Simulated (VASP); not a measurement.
# Ta2N (P-3m1) in VASP: notebook

Ta2N is run at these levels: PBEsol; tasks: single point.

Program: VASP 6.6.1. These are calculated values, not measurements. Logs are shortened: lines on timing, memory, paths and dates and some standing lists are left out, and cuts for length are marked.

**1. The cell of the first run**

It takes space group P-3m1 (No. 164, trigonal). Conventional cell: a = 3.108 Å, b = 3.108 Å, c = 4.449 Å, α = 90.00°, β = 90.00°, γ = 120.00°. Ta (site symmetry 3m) has 3 N at 2.12 Å and 6 Ta at 2.83 to 2.88 Å within 2.9 Å. Within 2.8 Å of N (site symmetry -3m) lie 6 Ta at 2.12 Å.

**2. Single point, PBEsol (12.40 Å³/atom)**

Contents of INCAR:

```
SYSTEM = Ta2N
  PREC = Accurate
  ENCUT = 520
  EDIFF = 1E-6
  ISMEAR = 0
  SIGMA = 0.15
  LREAL = .FALSE.
  LASPH = .TRUE.
  NELM = 100
  ALGO = Normal
  ISIF = 2
  LWAVE = .FALSE.
  LCHARG = .FALSE.
  GGA = PS
  NBANDS = 20
```

Contents of KPOINTS:

```
regular mesh
0
G
  18 18 10
  0 0 0
```

Contents of POSCAR:

```
Ta2N
1.0
    3.1077320281      0.0000000000      0.0000000000
   -1.5538660140      2.6913748845      0.0000000000
    0.0000000000      0.0000000000      4.4490291714
Ta N
2 1
Direct
    0.6666666667      0.3333333333      0.7463700642
    0.3333333333      0.6666666667      0.2536299358
    0.0000000000      0.0000000000      0.0000000000
```

Potentials or basis: VASP PAW PBE potentials, release 64 (Ta_pv, N).

Command:

```bash
$ cat potpaw_PBE.64/Ta_pv/POTCAR potpaw_PBE.64/N/POTCAR > POTCAR
$ mpirun -np 1 vasp_std > vasp.out
```

OUTCAR:

```text
SYSTEM = Ta2N
   PREC = Accurate
   ENCUT = 520
   EDIFF = 1E-6
   ISMEAR = 0
   LREAL = .FALSE.
   LASPH = .TRUE.
   NELM = 100
   ISIF = 2
   GGA = PS

 ion  position               nearest neighbor table
   1  0.667  0.333  0.746-   3 2.12   3 2.12   3 2.12   2 2.83   2 2.83   2 2.83   2 2.88   2 2.88
                             2 2.88
   2  0.333  0.667  0.254-   3 2.12   3 2.12   3 2.12   1 2.83   1 2.83   1 2.83   1 2.88   1 2.88
                             1 2.88
   3  0.000  0.000  0.000-   1 2.12   2 2.12   2 2.12   1 2.12   1 2.12   2 2.12

  LATTYP: Found a hexagonal cell.
 ALAT       =     3.1077320281
 C/A-ratio  =     1.4316000000

  Lattice vectors:

 A1 = (   3.1077320281,   0.0000000000,   0.0000000000)
 A2 = (  -1.5538660140,   2.6913748845,   0.0000000000)
 A3 = (   0.0000000000,   0.0000000000,   4.4490291714)

Analysis of symmetry for initial positions (statically):
=====================================================================
 Subroutine PRICEL returns:
 Original cell was already a primitive cell.

 Routine SETGRP: Setting up the symmetry group for a
 hexagonal supercell.

 Subroutine GETGRP returns: Found 12 space group operations
 (whereof 12 operations were pure point group operations)
 out of a pool of 24 trial point group operations.

The static configuration has the point symmetry D_3d.

Analysis of symmetry for dynamics (positions and initial velocities):
=====================================================================
 Subroutine PRICEL returns:
 Original cell was already a primitive cell.

 Routine SETGRP: Setting up the symmetry group for a
 hexagonal supercell.

 Subroutine GETGRP returns: Found 12 space group operations
 (whereof 12 operations were pure point group operations)
 out of a pool of 24 trial point group operations.

The dynamic configuration has the point symmetry D_3d.

 Subroutine INISYM returns: Found 12 space group operations
 (whereof 12 operations are pure point group operations),
 and found     1 'primitive' translations

----------------------------------------------------------------------------------------

                                     Primitive cell

  volume of cell :      37.2120

  direct lattice vectors                    reciprocal lattice vectors
     3.107732028  0.000000000  0.000000000     0.321778065  0.185778653  0.000000000
    -1.553866014  2.691374885  0.000000000     0.000000000  0.371557305  0.000000000
     0.000000000  0.000000000  4.449029171     0.000000000  0.000000000  0.224768137

  length of vectors
     3.107732028  3.107732028  4.449029171     0.371557305  0.371557305  0.224768137

  position of ions in fractional coordinates (direct lattice)
     0.666666667  0.333333333  0.746370064
     0.333333333  0.666666667  0.253629936
     0.000000000  0.000000000  0.000000000

  ion indices of the primitive-cell ions
   primitive index   ion index
                 1           1
                 2           2
                 3           3

----------------------------------------------------------------------------------------

 KPOINTS: regular mesh

Automatic generation of k-mesh.
 Grid dimensions read from file:
 generate k-points for:   18   18   10

 Generating k-lattice:

  Cartesian coordinates                     Fractional coordinates (reciprocal lattice)
     0.017876559  0.010321036  0.000000000     0.055555556  0.000000000  0.000000000
     0.000000000  0.020642073  0.000000000     0.000000000  0.055555556  0.000000000
     0.000000000  0.000000000  0.022476814     0.000000000  0.000000000  0.100000000

  Length of vectors
     0.020642073  0.020642073  0.022476814

  Shift w.r.t. Gamma in fractional coordinates (k-lattice)
     0.000000000  0.000000000  0.000000000

 Subroutine IBZKPT returns following result:
 ===========================================

 Found    330 irreducible k-points:

 Following reciprocal coordinates:
            Coordinates               Weight
  0.000000  0.000000  0.000000      1.000000
  0.055556 -0.000000  0.000000      6.000000
  0.111111 -0.000000  0.000000      6.000000
  0.166667  0.000000  0.000000      6.000000
  0.222222  0.000000  0.000000      6.000000
  0.277778  0.000000  0.000000      6.000000
[... 16 lines left out ...]
  0.333333  0.111111  0.000000     12.000000
  0.388889  0.111111  0.000000     12.000000
 [... further k-points ...]
   k-points           NKPTS =    330   k-points in BZ     NKDIM =    330   number of bands    NBANDS=     20
   number of dos      NEDOS =    301   number of ions     NIONS =      3
   total plane-waves  NPLWV =  20736
   dimension x,y,z NGX =    24 NGY =   24 NGZ =   36
   dimension x,y,z NGXF=    48 NGYF=   48 NGZF=   72
   ions per type =               2   1
   NGX,Y,Z   is equivalent  to a cutoff of  12.84, 12.84, 13.45 a.u.
   NGXF,Y,Z  is equivalent  to a cutoff of  25.68, 25.68, 26.90 a.u.
 SYSTEM =  Ta2N
   PREC   = accura    normal or accurate (medium, high low for compatibility)
   ISTART =      0    job   : 0-new  1-cont  2-samecut
   ICHARG =      2    charge: 1-file 2-atom 10-const
   ISPIN  =      1    spin polarized calculation?
   LNONCOLLINEAR =      F non collinear calculations
   LSORBIT =      F    spin-orbit coupling
   LASPH  =      T    aspherical Exc in radial PAW
   ENCUT  =  520.0 eV  38.22 Ry    6.18 a.u.   5.78  5.78  8.27*2*pi/ulx,y,z
   NELM   =    100;   NELMIN=  2; NELMDL= -5     # of ELM steps
   EDIFF  = 0.1E-05   stopping-criterion for ELM
   LREAL  =      F    real-space projection
   EDIFFG = 0.1E-04   stopping-criterion for IOM
   NSW    =      0    number of steps for IOM
   IBRION =     -1    ionic relax: 0-MD 1-quasi-New 2-CG
   NFREE  =      0    steps in history (QN), initial steepest desc. (CG)
   ISIF   =      2    stress and relaxation
   ISYM   =      2    0-nonsym 1-usesym 2-fastsym
   POTIM  = 0.5000    time-step for ionic-motion
   TEBEG  =    0.0;   TEEND  =   0.0 temperature during run
   PSTRESS=    0.0 pullay stress
   NELECT =      27.0000    total number of electrons
   NUPDOWN=      -1.0000    fix difference up-down
   EMIN   =  10.00;   EMAX   =-10.00  energy-range for DOS
   EFERMI =   0.00;   METHOD = LEGACY
   ISMEAR =     0;   SIGMA  =   0.15  broadening in eV -4-tet -1-fermi 0-gaus
   EFERMI_NEDOS =   21; number of points for ismear=-14 and -15
   IALGO  =     38    algorithm
   IMIX   =      4    mixing-type and parameters
     AMIX     =   0.40;   BMIX     =  1.00
     AMIX_MAG =   1.60;   BMIX_MAG =  1.00
  volume/ion in A,a.u.               =      12.40        83.71
  Fermi-wavevector in a.u.,A,eV,Ry     =   1.471076  2.779930 29.443882  2.164064
  Thomas-Fermi vector in A             =   2.586256
   LORBIT       =      0    0 simple, 1 ext, 2 COOP (PROOUT), +10 PAW based schemes
   GGA     = PS    functional components
   LHFCALC =     F    Hartree Fock is set to
   AEXX    =    0.0000 exact exchange contribution
   IVDW    =     0    specifies the selected vdW correction
   LEPSILON=     F    determine dielectric tensor
   LRPA    =     F    only Hartree local field effects (RPA)
 non-spin polarized calculation
 Gauss-broadening in eV      SIGMA  =   0.15
  energy-cutoff  :      520.00
  volume of cell :       37.21
 maximum number of plane-waves:      1016
   NGX = 11   NGY = 11   NGZ = 17

 number of electron      26.9999999 magnetization

 Free energy of the ion-electron system (eV)
  ---------------------------------------------------
  ext. energy  EPLUGINS =         0.00000000
  ---------------------------------------------------
  free energy    TOTEN  =       -36.16164659 eV

  energy without entropy =      -36.15155776  energy(sigma->0) =      -36.15660218

 E-fermi :   8.0921     XC(G=0): -13.4681

 val. band max:        8.0918620215   @ k =   0.2222   0.0556   0.4000
 cond. band min:       8.1290210885   @ k =   0.0000   0.3889   0.3000
 fundamental gap:      0.0371590670
 Fermi energy:         8.0921408679

 k-point     1 :       0.0000    0.0000    0.0000
  band No.  band energies     occupation
      1     -27.5152      2.00000
      2     -26.5844      2.00000
      3     -26.5844      2.00000
      4     -26.3252      2.00000
      5     -26.3252      2.00000
      6     -25.9960      2.00000
[... 12 lines left out ...]
     19       9.5116      0.00000
     20      14.2589      0.00000

 k-point     2 :       0.0556   -0.0000    0.0000
  band No.  band energies     occupation
      1     -27.5026      2.00000
      2     -26.6046      2.00000
      3     -26.5938      2.00000
      4     -26.3465      2.00000
      5     -26.3247      2.00000
      6     -26.0035      2.00000
[... 12 lines left out ...]
     19       9.7481      0.00000
     20      14.2996      0.00000

 k-point     3 :       0.1111   -0.0000    0.0000
  band No.  band energies     occupation
      1     -27.4653      2.00000
      2     -26.6634      2.00000
      3     -26.6198      2.00000
      4     -26.4062      2.00000
      5     -26.3241      2.00000
      6     -26.0260      2.00000
[... 12 lines left out ...]
     19      10.4743      0.00000
     20      14.2833      0.00000

 k-point     4 :       0.1667    0.0000    0.0000
  band No.  band energies     occupation
      1     -27.4057      2.00000
      2     -26.7548      2.00000
      3     -26.6575      2.00000
      4     -26.4936      2.00000
      5     -26.3253      2.00000
      6     -26.0634      2.00000
[... 12 lines left out ...]
     19      11.5246      0.00000
     20      14.0656      0.00000

 k-point     5 :       0.2222    0.0000    0.0000
  band No.  band energies     occupation
      1     -27.3274      2.00000
      2     -26.8681      2.00000
      3     -26.7009      2.00000
      4     -26.5946      2.00000
      5     -26.3293      2.00000
      6     -26.1149      2.00000
[... 12 lines left out ...]
     19      12.5286      0.00000
     20      13.7952      0.00000

 k-point     6 :       0.2778    0.0000    0.0000
  band No.  band energies     occupation
      1     -27.2372      2.00000
      2     -26.9873      2.00000
      3     -26.7447      2.00000
      4     -26.6959      2.00000
      5     -26.3357      2.00000
      6     -26.1791      2.00000
[... 12 lines left out ...]
     19      13.0862      0.00000
     20      13.9645      0.00000

 k-point     7 :       0.3333    0.0000    0.0000
  band No.  band energies     occupation
      1     -27.1649      2.00000
      2     -27.0737      2.00000
      3     -26.7865      2.00000
      4     -26.7841      2.00000
      5     -26.3432      2.00000
      6     -26.2528      2.00000
[... 12 lines left out ...]
     19      13.1109      0.00000
     20      14.3551      0.00000
[... 277 lines left out ...]
 k-point    20 :       0.1667    0.1111    0.0000
  band No.  band energies     occupation
      1     -27.2951      2.00000
      2     -26.8649      2.00000
      3     -26.8080      2.00000
      4     -26.5595      2.00000
      5     -26.3626      2.00000
      6     -26.1367      2.00000
[... 12 lines left out ...]
     19      12.8621      0.00000
     20      13.7081      0.00000

 k-point    21 :       0.2222    0.1111    0.0000
  band No.  band energies     occupation
      1     -27.2079      2.00000
      2     -26.9822      2.00000
      3     -26.8567      2.00000
      4     -26.6311      2.00000
      5     -26.3779      2.00000
      6     -26.2005      2.00000
[... 12 lines left out ...]
     19      13.3512      0.00000
     20      13.8908      0.00000

 k-point    22 :       0.2778    0.1111    0.0000
  band No.  band energies     occupation
      1     -27.1486      2.00000
      2     -27.0560      2.00000
      3     -26.8917      2.00000
      4     -26.7069      2.00000
      5     -26.3911      2.00000
      6     -26.2741      2.00000
[... 12 lines left out ...]
     19      13.4605      0.00000
     20      13.9571      0.00000

 k-point    23 :       0.3333    0.1111    0.0000
  band No.  band energies     occupation
      1     -27.2087      2.00000
      2     -26.9897      2.00000
      3     -26.9095      2.00000
      4     -26.7778      2.00000
      5     -26.4018      2.00000
      6     -26.3510      2.00000
[... 12 lines left out ...]
     19      13.3392      0.00000
     20      13.8288      0.00000

 k-point    24 :       0.3889    0.1111    0.0000
  band No.  band energies     occupation
      1     -27.2640      2.00000
      2     -26.9229      2.00000
      3     -26.8997      2.00000
      4     -26.8353      2.00000
      5     -26.4197      2.00000
      6     -26.4068      2.00000
[... 12 lines left out ...]
     19      13.1344      0.00000
     20      13.9194      0.00000

 [... further k-points ...]

------------------------ aborting loop because EDIFF is reached ----------------------------------------

  FORCE on cell =-STRESS in cart. coord.  units (eV):
  Direction    XX          YY          ZZ          XY          YZ          ZX
  --------------------------------------------------------------------------------------
  -------------------------------------------------------------------------------------
  Total        3.3609971      3.3609971      9.3952870      0.0000000      0.0000000      0.0000000
  in kB      144.7090533    144.7090533    404.5177848      0.0000000      0.0000000      0.0000000
  external PRESSURE =     231.3119638 kB  Pullay stress =       0.0000000 kB

 VOLUME and BASIS-vectors are now :
 -----------------------------------------------------------------------------
  energy-cutoff  :      520.00
  volume of cell :       37.21
      direct lattice vectors                 reciprocal lattice vectors
     3.107732028  0.000000000  0.000000000     0.321778065  0.185778653  0.000000000
    -1.553866014  2.691374885  0.000000000     0.000000000  0.371557305  0.000000000
     0.000000000  0.000000000  4.449029171     0.000000000  0.000000000  0.224768137

 POSITION                                       TOTAL-FORCE (eV/Angst)
 -----------------------------------------------------------------------------------
      1.55387      0.89712      3.32062         0.000000      0.000000      0.253895
     -0.00000      1.79425      1.12841        -0.000000     -0.000000     -0.253895
      0.00000      0.00000      0.00000        -0.000000      0.000000      0.000000
 -----------------------------------------------------------------------------------
    total drift:                                0.000000     -0.000000      0.000000

  FREE ENERGIE OF THE ION-ELECTRON SYSTEM (eV)
  ---------------------------------------------------
  free  energy   TOTEN  =       -36.1616465903 eV

  energy  without entropy=      -36.1515577621  energy(sigma->0) =      -36.15660218
```

It took 1.8 min on 1 thread of Intel Xeon Platinum 8488C (Sapphire Rapids), shared host; peak memory 0.33 GiB.

Results:

```yaml
Free_energy: -36.1616 eV
Pressure: 23.1 GPa
Largest_force: 0.254 eV/Å
Band_gap_on_the_k_mesh: zero (an odd number of electrons rules out a gap without spin polarisation)
```

Forces in eV/Å, atoms in the order of the input:
```
Ta   0.000  0.000  0.254
Ta   0.000  0.000 -0.254
N    0.000  0.000  0.000
```

Caveat: the stress differs along the axes, from 14 to 40 GPa; the PAW data sets were made with another functional, which shifts forces and pressure a little; spin-orbit coupling is left out, which moves the levels of the heavy elements.

**3. Single point, PBEsol (12.40 Å³/atom)**

Contents of INCAR:

```
ALGO = Normal ; EDIFF = 1E-6
ENCUT = 520 ; GGA = PS
ISIF = 2 ; ISMEAR = 0
LASPH = True ; LCHARG = False
LREAL = False ; LWAVE = False
NBANDS = 20 ; NELM = 100
PREC = Accurate ; SIGMA = 0.15
```

Contents of KPOINTS:

```
k-points
0
Gamma
  18 18 10
```

Contents of POSCAR:

```
Ta2N
1.0
    2.9259191740      0.0000000000      0.0000000000
   -1.4629595870      2.5339203341      0.0000000000
    0.0000000000      0.0000000000      5.0191217511
Ta N
2 1
Direct
    0.6666666667      0.3333333333      0.7463700642
    0.3333333333      0.6666666667      0.2536299358
    0.0000000000      0.0000000000      0.0000000000
```

Potentials or basis: VASP PAW PBE potentials, release 64 (Ta_pv, N).

Command:

```bash
$ cat potpaw_PBE.64/Ta_pv/POTCAR potpaw_PBE.64/N/POTCAR > POTCAR
$ mpirun -np 1 vasp_std > vasp.out
```

Wall time 2.1 min (1 thread of Intel Xeon Platinum 8488C (Sapphire Rapids), shared host); peak memory 0.34 GiB.

It converged, with:

```
Free energy            : -36.1844 eV
Pressure               : 23.2 GPa
Largest force          : 1.311 eV/Å
Band gap on the k mesh : zero (an odd number of electrons rules out a gap without spin polarisation)
```

Forces in eV/Å, atoms in the order of the input:
```
Ta   0.000  0.000 -1.311
Ta   0.000  0.000  1.311
N    0.000  0.000  0.000
```

Stress tensor (GPa, compression positive):
```
30.45  0.00  0.00
 0.00 30.45  0.00
 0.00  0.00  8.79
```

Levels at points of the mesh, in eV from the Fermi level:
```csv
k point,band 11,band 12,band 13,band 14,band 15,band 16
"(0.00, 0.00, 0.00)",-5.01,-1.55,-0.20,-0.20,0.27,1.13
"(0.50, 0.00, 0.00)",-5.02,-2.36,-0.99,0.87,3.08,4.33
"(0.00, 0.00, 0.50)",-3.64,-2.96,-0.80,-0.80,1.51,2.60
"(0.50, 0.00, 0.50)",-3.93,-1.92,-1.85,-0.54,1.32,4.63
```

Caveat: the stress differs along the axes, from 9 to 30 GPa; the PAW data sets were made with another functional, which shifts forces and pressure a little; spin-orbit coupling is left out, which moves the levels of the heavy elements.

**4. Single point, PBEsol (12.40 Å³/atom)**

Contents of INCAR:

```
SYSTEM = Ta2N
PREC = Accurate ; ENCUT = 520
EDIFF = 1E-7 ; ISMEAR = 0
SIGMA = 0.15 ; LREAL = .False.
LASPH = .True. ; NELM = 60
ALGO = Normal ; ISIF = 2
LWAVE = .False. ; LCHARG = .False.
GGA = PS ; NBANDS = 20
```

Contents of KPOINTS:

```
regular mesh
0
Gamma
  18 18 10
  0 0 0
```

Contents of POSCAR:

```
Ta2N
1.0
    3.0458777247      0.0000000000      0.0000000000
   -1.5229388624      2.6378074865      0.0000000000
    0.0000000000      0.0000000000      4.6315616682
Ta N
2 1
Direct
    0.6666666667      0.3333333333      0.7463700642
    0.3333333333      0.6666666667      0.2536299358
    0.0000000000      0.0000000000      0.0000000000
```

Command:

```bash
$ cat potpaw_PBE.64/Ta_pv/POTCAR potpaw_PBE.64/N/POTCAR > POTCAR
$ mpirun -np 1 vasp_std > vasp.out
```

It took 2.2 min on 1 thread of Intel Xeon Platinum 8488C (Sapphire Rapids), shared host; peak memory 0.33 GiB.

It converged, with:

```yaml
Free_energy: -36.3182 eV
Pressure: 22.4 GPa
Largest_force: 0.270 eV/Å
Band_gap_on_the_k_mesh: zero (an odd number of electrons rules out a gap without spin polarisation)
```

Forces in eV/Å, atoms in the order of the input:
```
Ta   0.000  0.000 -0.270
Ta   0.000  0.000  0.270
N    0.000  0.000  0.000
```

Stress tensor (GPa, compression positive):
```
19.72  0.00  0.00
 0.00 19.72  0.00
 0.00  0.00 27.76
```

Levels at points of the mesh, in eV from the Fermi level:
| k point | band 11 | band 12 | band 13 | band 14 | band 15 | band 16 |
| --- | --- | --- | --- | --- | --- | --- |
| (0.00, 0.00, 0.00) | -4.75 | -0.45 | -0.26 | -0.26 | 0.10 | 0.10 |
| (0.50, 0.00, 0.00) | -5.04 | -2.74 | -1.30 | 1.94 | 2.45 | 4.09 |
| (0.00, 0.00, 0.50) | -2.82 | -2.49 | -1.40 | -1.40 | 2.17 | 2.37 |
| (0.50, 0.00, 0.50) | -3.50 | -2.15 | -2.07 | -0.05 | 0.77 | 3.49 |

Caveat: the stress differs along the axes, from 20 to 28 GPa; the PAW data sets were made with another functional, which shifts forces and pressure a little; spin-orbit coupling is left out, which moves the levels of the heavy elements.

**5. Overview**

| cell | gap on the mesh (eV) | pressure (GPa) | largest force (eV/Å) |
| --- | --- | --- | --- |
| a = 3.108, b = 3.108, c = 4.449 Å, angles 90.0, 90.0, 120.0°, 3 atoms | none | 23.1 | 0.25 |
| a = 2.926, b = 2.926, c = 5.019 Å, angles 90.0, 90.0, 120.0°, 3 atoms | none | 23.2 | 1.31 |
| a = 3.046, b = 3.046, c = 4.632 Å, angles 90.0, 90.0, 120.0°, 3 atoms | none | 22.4 | 0.27 |

Alike in all rows: task single point; level PBEsol; potentials or basis VASP PAW PBE potentials, release 64 (Ta_pv, N); no spin polarisation; k mesh 18 × 18 × 10; cutoff (eV) 520; smearing gaussian 0.15 eV.

Caveats: the PAW data sets were made with another functional, which shifts forces and pressure a little; spin-orbit coupling is left out, which moves the levels of the heavy elements; the stress differs along the axes, from 14 to 40 GPa (at least some runs); the stress differs along the axes, from 9 to 30 GPa (at least some runs); the stress differs along the axes, from 20 to 28 GPa (at least some runs).

Absolute energies hang on the potentials; compare differences alone.

The gap in the log of VASP goes by the Fermi energy; the results here count the filled bands.